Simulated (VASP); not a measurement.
# SiC (P6_3mc) in VASP: electric field gradients with PBEsol

Aim: the electric field gradients of SiC with PBEsol.

Program: VASP 6.6.1. These are calculated values, not measurements. Logs are shortened: lines on timing, memory, paths and dates and some standing lists are left out, and cuts for length are marked.

### Step 1. The cell of the first run

The structure is hexagonal, space group P6_3mc (No. 186). The conventional cell has a = 3.076 Å, b = 3.076 Å, c = 5.048 Å, α = 90.00°, β = 90.00°, γ = 120.00°. Si (site symmetry 3m) has 4 C at 1.88 to 1.90 Å within 2.5 Å. Within 2.5 Å of C (site symmetry 3m) lie 4 Si at 1.88 to 1.90 Å.

### Step 2. Electric field gradients, PBEsol

The input, INCAR:

```
SYSTEM = SiC
PREC = Accurate ; ENCUT = 520
EDIFF = 1E-8 ; ISMEAR = 0
SIGMA = 0.01 ; LREAL = .FALSE.
LASPH = .TRUE. ; NELM = 120
ALGO = Normal ; ISIF = 2
LWAVE = .FALSE. ; LCHARG = .FALSE.
GGA = PS ; LEFG = .TRUE.
NBANDS = 16 ; GGA_COMPAT = .FALSE.
```

The input, KPOINTS:

```
Automatic mesh
0
G
  12 12 6
  0 0 0
```

The input, POSCAR:

```
SiC
1.0
    3.0759639173      0.0000000000      0.0000000000
   -1.5379819586      2.6638628935      0.0000000000
    0.0000000000      0.0000000000      5.0477017958
Si C
2 2
Direct
    0.3333333333      0.6666666667      0.0045904897
    0.6666666667      0.3333333333      0.5045904897
    0.3333333333      0.6666666667      0.3804095103
    0.6666666667      0.3333333333      0.8804095103
```

Potentials or basis: VASP PAW PBE potentials, release 64 (Si, C).

Command:

```console
> cat potpaw_PBE.64/Si/POTCAR potpaw_PBE.64/C/POTCAR > POTCAR
> mpirun -np 1 vasp_std > vasp.out
```

OUTCAR:

```text
SYSTEM = SiC
   PREC = Accurate
   ENCUT = 520
   EDIFF = 1E-8
   ISMEAR = 0
   LREAL = .FALSE.
   LASPH = .TRUE.
   NELM = 120
   ISIF = 2
   GGA = PS

 ion  position               nearest neighbor table
   1  0.333  0.667  0.005-   4 1.88   4 1.88   4 1.88   3 1.90   2 3.09   2 3.09   2 3.09   2 3.09
                             2 3.09   2 3.09
   2  0.667  0.333  0.505-   3 1.88   3 1.88   3 1.88   4 1.90   1 3.09   1 3.09   1 3.09   1 3.09
                             1 3.09   1 3.09
   3  0.333  0.667  0.380-   2 1.88   2 1.88   2 1.88   1 1.90
   4  0.667  0.333  0.880-   1 1.88   1 1.88   1 1.88   2 1.90

  LATTYP: Found a hexagonal cell.
 ALAT       =     3.0759639173
 C/A-ratio  =     1.6410146320

  Lattice vectors:

 A1 = (   3.0759639173,   0.0000000000,   0.0000000000)
 A2 = (  -1.5379819586,   2.6638628935,   0.0000000000)
 A3 = (   0.0000000000,   0.0000000000,   5.0477017958)

Analysis of symmetry for initial positions (statically):
=====================================================================
 Subroutine PRICEL returns:
 Original cell was already a primitive cell.

 Routine SETGRP: Setting up the symmetry group for a
 hexagonal supercell.

 Subroutine GETGRP returns: Found 12 space group operations
 (whereof  6 operations were pure point group operations)
 out of a pool of 24 trial point group operations.

The static configuration has the point symmetry C_3v.
 The point group associated with its full space group is C_6v.

Analysis of symmetry for dynamics (positions and initial velocities):
=====================================================================
 Subroutine PRICEL returns:
 Original cell was already a primitive cell.

 Routine SETGRP: Setting up the symmetry group for a
 hexagonal supercell.

 Subroutine GETGRP returns: Found 12 space group operations
 (whereof  6 operations were pure point group operations)
 out of a pool of 24 trial point group operations.

The dynamic configuration has the point symmetry C_3v.
 The point group associated with its full space group is C_6v.

 Subroutine INISYM returns: Found 12 space group operations
 (whereof  6 operations are pure point group operations),
 and found     1 'primitive' translations

----------------------------------------------------------------------------------------

                                     Primitive cell

  volume of cell :      41.3606

  direct lattice vectors                    reciprocal lattice vectors
     3.075963917  0.000000000  0.000000000     0.325101343  0.187697348  0.000000000
    -1.537981959  2.663862894  0.000000000     0.000000000  0.375394696  0.000000000
     0.000000000  0.000000000  5.047701796     0.000000000  0.000000000  0.198109960

  length of vectors
     3.075963917  3.075963917  5.047701796     0.375394696  0.375394696  0.198109960

  position of ions in fractional coordinates (direct lattice)
     0.333333333  0.666666667  0.004590490
     0.666666667  0.333333333  0.504590490
     0.333333333  0.666666667  0.380409510
     0.666666667  0.333333333  0.880409510

  ion indices of the primitive-cell ions
   primitive index   ion index
                 1           1
                 2           2
                 3           3
                 4           4

----------------------------------------------------------------------------------------

 KPOINTS: Automatic mesh

Automatic generation of k-mesh.
 Grid dimensions read from file:
 generate k-points for:   12   12    6

 Generating k-lattice:

  Cartesian coordinates                     Fractional coordinates (reciprocal lattice)
     0.027091779  0.015641446  0.000000000     0.083333333 -0.000000000  0.000000000
     0.000000000  0.031282891  0.000000000     0.000000000  0.083333333  0.000000000
     0.000000000  0.000000000  0.033018327     0.000000000  0.000000000  0.166666667

  Length of vectors
     0.031282891  0.031282891  0.033018327

  Shift w.r.t. Gamma in fractional coordinates (k-lattice)
     0.000000000  0.000000000  0.000000000

 Subroutine IBZKPT returns following result:
 ===========================================

 Found     76 irreducible k-points:

 Following reciprocal coordinates:
            Coordinates               Weight
  0.000000  0.000000  0.000000      1.000000
  0.083333 -0.000000  0.000000      6.000000
  0.166667  0.000000  0.000000      6.000000
  0.250000 -0.000000  0.000000      6.000000
  0.333333  0.000000  0.000000      6.000000
  0.416667 -0.000000  0.000000      6.000000
[... 16 lines left out ...]
  0.250000 -0.000000  0.166667     12.000000
  0.333333  0.000000  0.166667     12.000000
 [... further k-points ...]
   k-points           NKPTS =     76   k-points in BZ     NKDIM =     76   number of bands    NBANDS=     16
   number of dos      NEDOS =    301   number of ions     NIONS =      4
   total plane-waves  NPLWV =  23040
   dimension x,y,z NGX =    24 NGY =   24 NGZ =   40
   dimension x,y,z NGXF=    48 NGYF=   48 NGZF=   80
   ions per type =               2   2
   NGX,Y,Z   is equivalent  to a cutoff of  12.97, 12.97, 13.17 a.u.
   NGXF,Y,Z  is equivalent  to a cutoff of  25.94, 25.94, 26.35 a.u.
 SYSTEM =  SiC
   PREC   = accura    normal or accurate (medium, high low for compatibility)
   ISTART =      0    job   : 0-new  1-cont  2-samecut
   ICHARG =      2    charge: 1-file 2-atom 10-const
   ISPIN  =      1    spin polarized calculation?
   LNONCOLLINEAR =      F non collinear calculations
   LSORBIT =      F    spin-orbit coupling
   LASPH  =      T    aspherical Exc in radial PAW
   ENCUT  =  520.0 eV  38.22 Ry    6.18 a.u.   5.72  5.72  9.39*2*pi/ulx,y,z
   NELM   =    120;   NELMIN=  2; NELMDL= -5     # of ELM steps
   EDIFF  = 0.1E-07   stopping-criterion for ELM
   LREAL  =      F    real-space projection
   EDIFFG = 0.1E-06   stopping-criterion for IOM
   NSW    =      0    number of steps for IOM
   IBRION =     -1    ionic relax: 0-MD 1-quasi-New 2-CG
   NFREE  =      0    steps in history (QN), initial steepest desc. (CG)
   ISIF   =      2    stress and relaxation
   ISYM   =      2    0-nonsym 1-usesym 2-fastsym
   POTIM  = 0.5000    time-step for ionic-motion
   TEBEG  =    0.0;   TEEND  =   0.0 temperature during run
   PSTRESS=    0.0 pullay stress
   NELECT =      16.0000    total number of electrons
   NUPDOWN=      -1.0000    fix difference up-down
   EMIN   =  10.00;   EMAX   =-10.00  energy-range for DOS
   EFERMI =   0.00;   METHOD = LEGACY
   ISMEAR =     0;   SIGMA  =   0.01  broadening in eV -4-tet -1-fermi 0-gaus
   EFERMI_NEDOS =   21; number of points for ismear=-14 and -15
   IALGO  =     38    algorithm
   IMIX   =      4    mixing-type and parameters
     AMIX     =   0.40;   BMIX     =  1.00
     AMIX_MAG =   1.60;   BMIX_MAG =  1.00
  volume/ion in A,a.u.               =      10.34        69.78
  Fermi-wavevector in a.u.,A,eV,Ry     =   1.192850  2.254160 19.359614  1.422892
  Thomas-Fermi vector in A             =   2.328879
   LORBIT       =      0    0 simple, 1 ext, 2 COOP (PROOUT), +10 PAW based schemes
   GGA     = PS    functional components
   LHFCALC =     F    Hartree Fock is set to
   AEXX    =    0.0000 exact exchange contribution
   IVDW    =     0    specifies the selected vdW correction
   LEPSILON=     F    determine dielectric tensor
   LRPA    =     F    only Hartree local field effects (RPA)
 non-spin polarized calculation
 Gauss-broadening in eV      SIGMA  =   0.01
  energy-cutoff  :      520.00
  volume of cell :       41.36
 maximum number of plane-waves:      1132
 NGX is ok and might be reduce to    24
   NGX = 11   NGY = 11   NGZ = 19

 number of electron      15.9999999 magnetization

 Free energy of the ion-electron system (eV)
  ---------------------------------------------------
  ext. energy  EPLUGINS =         0.00000000
  ---------------------------------------------------
  free energy    TOTEN  =       -31.82220099 eV

  energy without entropy =      -31.82220099  energy(sigma->0) =      -31.82220099

 E-fermi :   8.2752     XC(G=0): -11.4996

 val. band max:        8.2093580439   @ k =   0.0000   0.0000   0.0000
 cond. band min:      10.3234681231   @ k =   0.3333   0.3333   0.0000
 fundamental gap:      2.1141100791
 Fermi energy:         8.2752053828

 k-point     1 :       0.0000    0.0000    0.0000
  band No.  band energies     occupation
      1      -7.3810      2.00000
      2      -3.7762      2.00000
      3      -0.5537      2.00000
      4       6.8869      2.00000
      5       6.8869      2.00000
      6       8.0967      2.00000
[... 8 lines left out ...]
     15      17.1035      0.00000
     16      19.4290      0.00000

 k-point     2 :       0.0833   -0.0000    0.0000
  band No.  band energies     occupation
      1      -7.2600      2.00000
      2      -3.6727      2.00000
      3      -0.4415      2.00000
      4       6.1954      2.00000
      5       6.6728      2.00000
      6       7.7461      2.00000
[... 8 lines left out ...]
     15      17.4048      0.00000
     16      18.5085      0.00000

 k-point     3 :       0.1667    0.0000    0.0000
  band No.  band energies     occupation
      1      -6.9000      2.00000
      2      -3.3710      2.00000
      3      -0.1135      2.00000
      4       4.6940      2.00000
      5       6.1902      2.00000
      6       6.6301      2.00000
[... 8 lines left out ...]
     15      17.6722      0.00000
     16      18.0457      0.00000
[... 362 lines left out ...]
 k-point    23 :       0.2500   -0.0000    0.1667
  band No.  band energies     occupation
      1      -6.1791      2.00000
      2      -3.4033      2.00000
      3       0.9994      2.00000
      4       3.2581      2.00000
      5       4.8514      2.00000
      6       5.7663      2.00000
[... 8 lines left out ...]
     15      18.9010      0.00000
     16      18.9350      0.00000

 k-point    24 :       0.3333    0.0000    0.1667
  band No.  band energies     occupation
      1      -5.3939      2.00000
      2      -2.8082      2.00000
      3       0.8525      2.00000
      4       2.5126      2.00000
      5       3.4151      2.00000
      6       5.3395      2.00000
[... 8 lines left out ...]
     15      19.4438      0.00000
     16      20.1907      0.00000

 [... further k-points ...]

------------------------ aborting loop because EDIFF is reached ----------------------------------------

  FORCE on cell =-STRESS in cart. coord.  units (eV):
  Direction    XX          YY          ZZ          XY          YZ          ZX
  --------------------------------------------------------------------------------------
  -------------------------------------------------------------------------------------
  Total        0.0907711      0.0907711      0.0926672      0.0000000      0.0000000     -0.0000000
  in kB        3.5161815      3.5161815      3.5896317      0.0000000      0.0000000     -0.0000000
  external PRESSURE =       3.5406649 kB  Pullay stress =       0.0000000 kB

 VOLUME and BASIS-vectors are now :
 -----------------------------------------------------------------------------
  energy-cutoff  :      520.00
  volume of cell :       41.36
      direct lattice vectors                 reciprocal lattice vectors
     3.075963917  0.000000000  0.000000000     0.325101343  0.187697348  0.000000000
    -1.537981959  2.663862894  0.000000000     0.000000000  0.375394696  0.000000000
     0.000000000  0.000000000  5.047701796     0.000000000  0.000000000  0.198109960

 POSITION                                       TOTAL-FORCE (eV/Angst)
 -----------------------------------------------------------------------------------
     -0.00000      1.77591      0.02317         0.000000      0.000000      0.000843
      1.53798      0.88795      2.54702        -0.000000     -0.000000      0.000843
     -0.00000      1.77591      1.92019         0.000000      0.000000     -0.000843
      1.53798      0.88795      4.44404        -0.000000     -0.000000     -0.000843
 -----------------------------------------------------------------------------------
    total drift:                               -0.000000     -0.000000     -0.000079

  FREE ENERGIE OF THE ION-ELECTRON SYSTEM (eV)
  ---------------------------------------------------
  free  energy   TOTEN  =       -31.8222009906 eV

  energy  without entropy=      -31.8222009906  energy(sigma->0) =      -31.82220099

 Electric field gradients (V/A^2)
---------------------------------------------------------------------
 ion       V_xx      V_yy      V_zz      V_xy      V_xz      V_yz
---------------------------------------------------------------------
   1      -1.569    -1.569     3.138    -0.000     0.000    -0.000
   2      -1.569    -1.569     3.138    -0.000    -0.000     0.000
   3      -1.044    -1.044     2.087    -0.000     0.000    -0.000
   4      -1.044    -1.044     2.087    -0.000    -0.000     0.000
---------------------------------------------------------------------

 Electric field gradients after diagonalization (V/A^2)
 (convention: |V_zz| > |V_xx| > |V_yy|)
----------------------------------------------------------------------
 ion       V_xx      V_yy      V_zz     asymmetry (V_yy - V_xx)/ V_zz
----------------------------------------------------------------------
   1      -1.569    -1.569     3.138       0.000
   2      -1.569    -1.569     3.138       0.000
   3      -1.044    -1.044     2.087       0.000
   4      -1.044    -1.044     2.087       0.000
----------------------------------------------------------------------

           NMR quadrupolar parameters

 Cq : quadrupolar parameter    Cq=e*Q*V_zz/h
 eta: asymmetry parameters     (V_yy - V_xx)/ V_zz
 Q  : nuclear electric quadrupole moment in mb (millibarn)
----------------------------------------------------------------------
 ion       Cq(MHz)       eta       Q (mb)
----------------------------------------------------------------------
   1       0.008       0.000       1.000
   2       0.008       0.000       1.000
   3       0.005       0.000       1.000
   4       0.005       0.000       1.000
----------------------------------------------------------------------
```

Run time: 72 s. Hardware: 1 thread of Intel Xeon 8259CL, shared host; peak memory 0.15 GiB.

Results:

```yaml
Free_energy: -31.8222 eV
Pressure: 0.4 GPa
Band_gap_on_the_k_mesh: 2.11 eV (least direct gap 3.85 eV)
Largest_electric_field_gradient_by_atom: Si +3.1; C +2.1 V/Å²
```

Levels at points of the mesh, in eV from the valence-band top:
```tsv
k point	band 5	band 6	band 7	band 8	band 9	band 10	band 11	band 12
(0.00, 0.00, 0.00)	-1.32	-0.11	0.00	0.00	4.74	6.15	6.59	6.59
(0.50, 0.00, 0.00)	-5.48	-3.34	-3.34	-1.20	2.65	4.12	6.80	7.04
(0.00, 0.00, 0.50)	-0.72	-0.72	-0.72	-0.72	5.83	5.83	7.27	7.27
(0.50, 0.00, 0.50)	-2.46	-2.46	-2.34	-2.34	3.17	3.17	5.16	5.16
```

Electric field gradients, principal values (V/Å²):
```tsv
atom	least	middle	greatest (by size)
1 Si	-1.569	-1.569	3.138
2 Si	-1.569	-1.569	3.138
3 C	-1.044	-1.044	2.087
4 C	-1.044	-1.044	2.087
```

Caveat: without QUAD_EFG the Cq values of the log hold for a quadrupole moment of 1 mb, not for the nuclei; the PAW data sets were made with another functional, which shifts forces and pressure a little. A k mesh can miss the band edges.
